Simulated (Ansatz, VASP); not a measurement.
Cu: VASP beside Ansatz

```
Cu
1.0
     2.56801    0.00000    0.00000
    -1.28401    2.22396    0.00000
     0.00000    0.00000    4.44514
Cu
2
Cartesian
  0.0000 1.4826 1.1113
  1.2840 0.7413 3.3339
```

Change from the starting cell: strain along c alone, the other axes held, atoms relaxed: +6.0 %.

Alike in both runs: task single point; functional PBE; k mesh 24 × 24 × 12; occupations gaussian, width 0.1 eV; no spin polarisation.

|  | VASP | Ansatz |
| --- | --- | --- |
| version | VASP 6.6.1 | Ansatz 0.2.0 |
| potentials or method | VASP PAW PBE potentials, release 64 (Cu), cutoff 520 eV | scalar-relativistic, plane waves, PAW |
| valence electrons in the cell | 22 | 38 |

```csv
,VASP,Ansatz,Ansatz less VASP
gap on the k mesh at the Fermi level (eV),none,none,-
pressure (GPa),-6.0,-6.6,-0.54
"traceless stress, the component that is largest in VASP (GPa)",-4.84,-4.84,+0.005
```

A gap of «none» marks a metal or a gap that the smearing closes. VASP's potentials hold 22 valence electrons a cell and Ansatz's 38, so a difference there can come from the potentials and not from the codes.
